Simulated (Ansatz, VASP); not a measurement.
One calculation of TaN, two programs

```
Ta N
1.0
     0.00000    2.21132    2.21132
     2.21132    0.00000    2.21132
     2.21132    2.21132    0.00000
Ta N
1 1
Direct
  0.50000 0.50000 0.50000
  0.00000 0.00000 0.00000
```

Alike in both runs: functional PBE; k mesh 9 × 9 × 9; occupations fermi-dirac, width 0.05 eV; no spin polarisation.

|  | VASP | Ansatz |
| --- | --- | --- |
| version | VASP 6.6.1 | Ansatz 0.2.0 |
| potentials or method | VASP PAW PBE potentials, release 64 (Ta_pv, N) | Ansatz PAW |
| plane-wave cutoff (eV) | 520 | 420 |
| valence electrons in the cell | 16 | 18 |
| task | single point | band structure |

|  | VASP | Ansatz | Ansatz less VASP |
| --- | --- | --- | --- |
| gap on the k mesh at the Fermi level (eV) | none | none | - |
| pressure (GPa) | -0.5 | -1.3 | -0.76 |

A gap of «none» marks a metal or a gap that the smearing closes. VASP's potentials hold 16 valence electrons a cell and Ansatz's 18, so a difference there can come from the potentials and not from the codes.

Neither program's run includes spin-orbit coupling.
